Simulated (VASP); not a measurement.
# HfB17N18 (a cell with a defect) in VASP: electric field gradients with PBE

Aim: the electric field gradients of HfB17N18 (a cell with a defect) with PBE.

All numbers are computed with VASP 6.6.1; they aren't measurements. Logs are shortened: lines on timing, memory, paths and dates and some standing lists are left out, and cuts for length are marked.

## (1) The cell of the first run

The cell holds a defect, 36 atoms: a = 7.495 Å, b = 7.495 Å, c = 6.636 Å, α = 90.00°, β = 90.00°, γ = 120.00°.

## (2) Electric field gradients, PBE

The input, INCAR:

```
SYSTEM = HfB17N18
ALGO = Normal
EDIFF = 1E-8
ENCUT = 520
GGA = PE
ISIF = 2
ISMEAR = -1
LASPH = .TRUE.
LCHARG = .FALSE.
LEFG = .TRUE.
LREAL = Auto
LWAVE = .FALSE.
NBANDS = 100
NELECT = 150.0
NELM = 100
PREC = Accurate
SIGMA = 0.01
```

The input, KPOINTS:

```
k-points
0
G
  3 3 3
  0 0 0
```

The input, POSCAR:

```
HfB17N18
1.0
    7.4947200000      0.0000000000      0.0000000000
   -3.7473600000      6.4906179144      0.0000000000
    0.0000000000      0.0000000000      6.6357000000
Hf B N
1 17 18
Direct
    0.1111111111      0.2222222222      0.2500000000
    0.1111111111      0.5555555556      0.2500000000
    0.1111111111      0.8888888889      0.2500000000
    0.4444444444      0.2222222222      0.2500000000
    0.4444444444      0.5555555556      0.2500000000
    0.4444444444      0.8888888889      0.2500000000
    0.7777777778      0.2222222222      0.2500000000
    0.7777777778      0.5555555556      0.2500000000
    0.7777777778      0.8888888889      0.2500000000
    0.2222222222      0.1111111111      0.7500000000
    0.2222222222      0.4444444444      0.7500000000
    0.2222222222      0.7777777778      0.7500000000
    0.5555555556      0.1111111111      0.7500000000
    0.5555555556      0.4444444444      0.7500000000
    0.5555555556      0.7777777778      0.7500000000
    0.8888888889      0.1111111111      0.7500000000
    0.8888888889      0.4444444444      0.7500000000
    0.8888888889      0.7777777778      0.7500000000
    0.1111111111      0.2222222222      0.7500000000
    0.1111111111      0.5555555556      0.7500000000
    0.1111111111      0.8888888889      0.7500000000
    0.4444444444      0.2222222222      0.7500000000
    0.4444444444      0.5555555556      0.7500000000
    0.4444444444      0.8888888889      0.7500000000
    0.7777777778      0.2222222222      0.7500000000
    0.7777777778      0.5555555556      0.7500000000
    0.7777777778      0.8888888889      0.7500000000
    0.2222222222      0.1111111111      0.2500000000
    0.2222222222      0.4444444444      0.2500000000
    0.2222222222      0.7777777778      0.2500000000
    0.5555555556      0.1111111111      0.2500000000
    0.5555555556      0.4444444444      0.2500000000
    0.5555555556      0.7777777778      0.2500000000
    0.8888888889      0.1111111111      0.2500000000
    0.8888888889      0.4444444444      0.2500000000
    0.8888888889      0.7777777778      0.2500000000
```

Potentials or basis: VASP PAW PBE potentials, release 64 (Hf_pv, B, N).

Command:

```
$ cat potpaw_PBE.64/Hf_pv/POTCAR potpaw_PBE.64/B/POTCAR potpaw_PBE.64/N/POTCAR > POTCAR
$ mpirun -np 1 vasp_std > vasp.out
```

OUTCAR:

```text
SYSTEM = HfB17N18
   EDIFF = 1E-8
   ENCUT = 520
   GGA = PE
   ISIF = 2
   ISMEAR = -1
   LASPH = .TRUE.
   LREAL = Auto
   NELECT = 150.0
   NELM = 100
   PREC = Accurate

 ion  position               nearest neighbor table
   1  0.111  0.222  0.250-  28 1.44  34 1.44  29 1.44   4 2.50   7 2.50   9 2.50   3 2.50   5 2.50
                             2 2.50
   2  0.111  0.556  0.250-  35 1.44  30 1.44  29 1.44   1 2.50
   3  0.111  0.889  0.250-  30 1.44  36 1.44  28 1.44   1 2.50
   4  0.444  0.222  0.250-  28 1.44  32 1.44  31 1.44   1 2.50
   5  0.444  0.556  0.250-  29 1.44  33 1.44  32 1.44   1 2.50
   6  0.444  0.889  0.250-  30 1.44  31 1.44  33 1.44
   7  0.778  0.222  0.250-  31 1.44  34 1.44  35 1.44   1 2.50
   8  0.778  0.556  0.250-  32 1.44  36 1.44  35 1.44
   9  0.778  0.889  0.250-  33 1.44  36 1.44  34 1.44   1 2.50
  10  0.222  0.111  0.750-  22 1.44  19 1.44  21 1.44
  11  0.222  0.444  0.750-  23 1.44  19 1.44  20 1.44
  12  0.222  0.778  0.750-  24 1.44  21 1.44  20 1.44
  13  0.556  0.111  0.750-  25 1.44  24 1.44  22 1.44
  14  0.556  0.444  0.750-  26 1.44  22 1.44  23 1.44
  15  0.556  0.778  0.750-  27 1.44  23 1.44  24 1.44
[... 19 lines left out ...]
  35  0.889  0.444  0.250-   2 1.44   7 1.44   8 1.44
  36  0.889  0.778  0.250-   3 1.44   9 1.44   8 1.44

  LATTYP: Found a hexagonal cell.
 ALAT       =     7.4947200000
 C/A-ratio  =     0.8853833099

  Lattice vectors:

 A1 = (   7.4947200000,   0.0000000000,   0.0000000000)
 A2 = (  -3.7473600000,   6.4906179144,   0.0000000000)
 A3 = (   0.0000000000,   0.0000000000,   6.6357000000)

Analysis of symmetry for initial positions (statically):
=====================================================================
 Subroutine PRICEL returns:
 Original cell was already a primitive cell.

 Routine SETGRP: Setting up the symmetry group for a
 hexagonal supercell.

 Subroutine GETGRP returns: Found 12 space group operations
 (whereof  2 operations were pure point group operations)
 out of a pool of 24 trial point group operations.

The static configuration has the point symmetry C_1h.
 The point group associated with its full space group is D_3h.

Analysis of symmetry for dynamics (positions and initial velocities):
=====================================================================
 Subroutine PRICEL returns:
 Original cell was already a primitive cell.

 Routine SETGRP: Setting up the symmetry group for a
 hexagonal supercell.

 Subroutine GETGRP returns: Found 12 space group operations
 (whereof  2 operations were pure point group operations)
 out of a pool of 24 trial point group operations.

The dynamic configuration has the point symmetry C_1h.
 The point group associated with its full space group is D_3h.

 Subroutine INISYM returns: Found 12 space group operations
 (whereof  2 operations are pure point group operations),
 and found     1 'primitive' translations

----------------------------------------------------------------------------------------

                                     Primitive cell

  volume of cell :     322.7960

  direct lattice vectors                    reciprocal lattice vectors
     7.494720000  0.000000000  0.000000000     0.133427266  0.077034268  0.000000000
    -3.747360000  6.490617914  0.000000000     0.000000000  0.154068536  0.000000000
     0.000000000  0.000000000  6.635700000     0.000000000  0.000000000  0.150700002

  length of vectors
     7.494720000  7.494720000  6.635700000     0.154068536  0.154068536  0.150700002

  position of ions in fractional coordinates (direct lattice)
     0.111111111  0.222222222  0.250000000
     0.111111111  0.555555556  0.250000000
     0.111111111  0.888888889  0.250000000
     0.444444444  0.222222222  0.250000000
     0.444444444  0.555555556  0.250000000
     0.444444444  0.888888889  0.250000000
[... 28 lines left out ...]
     0.888888889  0.444444444  0.250000000
     0.888888889  0.777777778  0.250000000

  ion indices of the primitive-cell ions
   primitive index   ion index
                 1           1
                 2           2
                 3           3
                 4           4
                 5           5
                 6           6
[... 28 lines left out ...]
                35          35
                36          36

[... 62 lines left out ...]
   PSTRESS=    0.0 pullay stress
   NELECT =     150.0000    total number of electrons
   NUPDOWN=      -1.0000    fix difference up-down
   EMIN   =  10.00;   EMAX   =-10.00  energy-range for DOS
   EFERMI =   0.00;   METHOD = LEGACY
   ISMEAR =    -1;   SIGMA  =   0.01  broadening in eV -4-tet -1-fermi 0-gaus
   EFERMI_NEDOS =   21; number of points for ismear=-14 and -15
   IALGO  =     38    algorithm
   IMIX   =      4    mixing-type and parameters
     AMIX     =   0.40;   BMIX     =  1.00
     AMIX_MAG =   1.60;   BMIX_MAG =  1.00
  volume/ion in A,a.u.               =       8.97        60.51
  Fermi-wavevector in a.u.,A,eV,Ry     =   1.268029  2.396227 21.876774  1.607898
  Thomas-Fermi vector in A             =   2.401146
   LORBIT       =      0    0 simple, 1 ext, 2 COOP (PROOUT), +10 PAW based schemes
   GGA     = PE    functional components
   LHFCALC =     F    Hartree Fock is set to
   AEXX    =    0.0000 exact exchange contribution
   IVDW    =     0    specifies the selected vdW correction
   LEPSILON=     F    determine dielectric tensor
   LRPA    =     F    only Hartree local field effects (RPA)
 non-spin polarized calculation
  energy-cutoff  :      520.00
  volume of cell :      322.80
 maximum number of plane-waves:      8725
 NGX is ok and might be reduce to    56
   NGX = 27   NGY = 27   NGZ = 25

 number of electron     149.9999977 magnetization

 Free energy of the ion-electron system (eV)
  ---------------------------------------------------
  ext. energy  EPLUGINS =         0.00000000
  ---------------------------------------------------
  free energy    TOTEN  =      -292.68002949 eV

  energy without entropy =     -292.68002949  energy(sigma->0) =     -292.68002949

 E-fermi :   4.3558     XC(G=0): -10.1930

 val. band max:        4.0351162090   @ k =   0.3333   0.3333   0.3333
 cond. band min:       5.5697829894   @ k =   0.0000   0.0000   0.0000
 fundamental gap:      1.5346667805
 Fermi energy:         4.3558201915

 k-point     1 :       0.0000    0.0000    0.0000
  band No.  band energies     occupation
      1     -28.0138      2.00000
      2     -28.0138      2.00000
      3     -23.9382      2.00000
      4     -15.1476      2.00000
      5     -14.8659      2.00000
      6     -13.3175      2.00000
[... 529 lines left out ...]
     86       9.2657      0.00000
     87       9.3156      0.00000
 [bands above 87 left out]

------------------------ aborting loop because EDIFF is reached ----------------------------------------

  FORCE on cell =-STRESS in cart. coord.  units (eV):
  Direction    XX          YY          ZZ          XY          YZ          ZX
  --------------------------------------------------------------------------------------
  -------------------------------------------------------------------------------------
  Total      123.5879362    123.5879362     -4.9750910      0.0000000      0.0000000      0.0000000
  in kB      613.4207498    613.4207498    -24.6935431      0.0000000      0.0000000      0.0000000
  external PRESSURE =     400.7159855 kB  Pullay stress =       0.0000000 kB

 VOLUME and BASIS-vectors are now :
 -----------------------------------------------------------------------------
  energy-cutoff  :      520.00
  volume of cell :      322.80
      direct lattice vectors                 reciprocal lattice vectors
     7.494720000  0.000000000  0.000000000     0.133427266  0.077034268  0.000000000
    -3.747360000  6.490617914  0.000000000     0.000000000  0.154068536  0.000000000
     0.000000000  0.000000000  6.635700000     0.000000000  0.000000000  0.150700002

 POSITION                                       TOTAL-FORCE (eV/Angst)
 -----------------------------------------------------------------------------------
      0.00000      1.44236      1.65892         0.000000      0.000000     -0.000000
     -1.24912      3.60590      1.65892        -0.798481      2.043996     -0.000000
     -2.49824      5.76944      1.65892         1.370912     -1.713503     -0.000000
      2.49824      1.44236      1.65892         2.169393     -0.330494      0.000000
      1.24912      3.60590      1.65892         0.798481      2.043996     -0.000000
     -0.00000      5.76944      1.65892         0.000000      0.000000     -0.000000
[... 28 lines left out ...]
      4.99648      2.88472      1.65892         0.233790     -0.134979     -0.000000
      3.74736      5.04826      1.65892         0.000000      0.269957      0.000000
 -----------------------------------------------------------------------------------
    total drift:                                0.000007      0.000018      0.000000

  FREE ENERGIE OF THE ION-ELECTRON SYSTEM (eV)
  ---------------------------------------------------
  free  energy   TOTEN  =      -292.6800294906 eV

  energy  without entropy=     -292.6800294906  energy(sigma->0) =     -292.68002949

 Electric field gradients (V/A^2)
---------------------------------------------------------------------
 ion       V_xx      V_yy      V_zz      V_xy      V_xz      V_yz
---------------------------------------------------------------------
   1    -280.994  -280.993   561.987     0.000    -0.000    -0.000
   2     -19.676   -18.618    38.294    -0.586    -0.000     0.000
   3     -19.390   -18.904    38.294    -0.751     0.000     0.000
   4     -18.375   -19.919    38.294    -0.165     0.000     0.000
   5     -19.676   -18.618    38.294     0.586     0.000     0.000
   6     -18.690   -18.690    37.380    -0.000     0.000     0.000
[... 28 lines left out ...]
  35       1.408     0.666    -2.075    -0.642     0.000     0.000
  36       0.298     1.777    -2.074    -0.000     0.000     0.000
---------------------------------------------------------------------

 Electric field gradients after diagonalization (V/A^2)
 (convention: |V_zz| > |V_xx| > |V_yy|)
----------------------------------------------------------------------
 ion       V_xx      V_yy      V_zz     asymmetry (V_yy - V_xx)/ V_zz
----------------------------------------------------------------------
   1    -280.994  -280.993   561.987       0.000
   2     -19.937   -18.357    38.294       0.041
   3     -19.937   -18.357    38.294       0.041
   4     -19.937   -18.357    38.294       0.041
   5     -19.937   -18.357    38.294       0.041
   6     -18.690   -18.690    37.380       0.000
[... 28 lines left out ...]
  35       1.778     0.296    -2.075       0.714
  36       1.777     0.298    -2.074       0.713
----------------------------------------------------------------------

           NMR quadrupolar parameters

 Cq : quadrupolar parameter    Cq=e*Q*V_zz/h
 eta: asymmetry parameters     (V_yy - V_xx)/ V_zz
 Q  : nuclear electric quadrupole moment in mb (millibarn)
----------------------------------------------------------------------
 ion       Cq(MHz)       eta       Q (mb)
----------------------------------------------------------------------
   1       1.359       0.000       1.000
   2       0.093       0.041       1.000
   3       0.093       0.041       1.000
   4       0.093       0.041       1.000
   5       0.093       0.041       1.000
   6       0.090       0.000       1.000
[... 28 lines left out ...]
  35      -0.005       0.714       1.000
  36      -0.005       0.713       1.000
----------------------------------------------------------------------
```

Wall time 6.5 min (1 thread of AMD EPYC 7R13 (Zen 3), shared host); peak memory 0.43 GiB.

What came out:

- Free energy: -292.6800 eV
- Largest force: 46.961 eV/Å
- Largest electric field gradient by atom: Hf +562.0; B +38.3, +37.4, +35.0, +35.1, +35.6 (each value once); N +17.6, +5.3, +5.0, +3.8, -39.4, +7.1, -2.1 (each value once) V/Å²

Forces in eV/Å, atoms in the order of the input:
```
Hf    0.000   0.000   0.000
B    -0.798   2.044   0.000
B     1.371  -1.714   0.000
B     2.169  -0.330   0.000
B     0.798   2.044   0.000
B     0.000   0.000   0.000
B    -2.169  -0.330   0.000
B     0.000   0.000   0.000
B    -1.371  -1.714   0.000
B     0.787  -0.454   0.000
B     0.000   0.909   0.000
B     0.176   0.102   0.000
B     0.000  -0.203   0.000
B     0.191   0.110   0.000
B    -0.176   0.102   0.000
B    -0.787  -0.454   0.000
B    -0.191   0.110   0.000
B     0.000  -0.221   0.000
N     0.000   0.000   0.000
N     0.135  -0.213   0.000
N    -0.117   0.224   0.000
N    -0.252  -0.010   0.000
N    -0.135  -0.213   0.000
N     0.000   0.000   0.000
N     0.252  -0.010   0.000
N     0.000   0.000   0.000
N     0.117   0.224   0.000
N    40.670 -23.481   0.000
N     0.000  46.961   0.000
N    -0.402  -0.232   0.000
N     0.000   0.464   0.000
N    -0.234  -0.135   0.000
N     0.402  -0.232   0.000
N   -40.670 -23.481   0.000
N     0.234  -0.135   0.000
N     0.000   0.270   0.000
```

Levels at points of the mesh, in eV from the Fermi level:
```tsv
k point	band 71	band 72	band 73	band 74	band 75	band 76	band 77	band 78	band 79	band 80
(0.00, 0.00, 0.00)	-2.48	-1.70	-1.68	-0.96	-0.96	1.21	2.88	3.15	3.15	3.80
```

Electric field gradients, principal values (V/Å²):
```tsv
atom	least	middle	greatest (by size)
1 Hf	-280.993	-280.994	561.987
2 B	-18.357	-19.937	38.294
3 B	-18.357	-19.937	38.294
4 B	-18.357	-19.937	38.294
5 B	-18.357	-19.937	38.294
6 B	-18.690	-18.690	37.380
7 B	-18.357	-19.937	38.294
8 B	-17.501	-17.501	35.002
9 B	-18.357	-19.937	38.294
10 B	-16.177	-18.944	35.120
11 B	-16.177	-18.944	35.120
12 B	-17.506	-18.117	35.623
13 B	-17.506	-18.117	35.623
14 B	-17.485	-18.131	35.615
15 B	-17.506	-18.117	35.623
16 B	-16.177	-18.944	35.120
17 B	-17.484	-18.131	35.615
18 B	-17.485	-18.131	35.615
19 N	-8.805	-8.807	17.612
20 N	-1.243	-4.097	5.340
21 N	-1.242	-4.096	5.339
22 N	-1.243	-4.098	5.341
23 N	-1.244	-4.096	5.340
24 N	-2.524	-2.525	5.048
25 N	-1.241	-4.100	5.341
26 N	-1.893	-1.897	3.790
27 N	-1.243	-4.097	5.340
28 N	12.966	26.456	-39.422
29 N	12.967	26.457	-39.424
30 N	-3.297	-3.809	7.106
31 N	-3.294	-3.810	7.104
32 N	0.297	1.777	-2.074
33 N	-3.293	-3.812	7.105
34 N	12.965	26.457	-39.421
35 N	0.296	1.778	-2.075
36 N	0.298	1.777	-2.074
```

Caveat: the cell carries a net charge on a neutralising background, which shifts energy and pressure; the cell is charged against a uniform background, so pressure and absolute levels hang on convention; atoms lie so close that the PAW spheres overlap strongly, which falsifies energies and pressures; without QUAD_EFG the Cq values of the log hold for a quadrupole moment of 1 mb, not for the nuclei; spin-orbit coupling is left out, which moves the levels of the heavy elements.
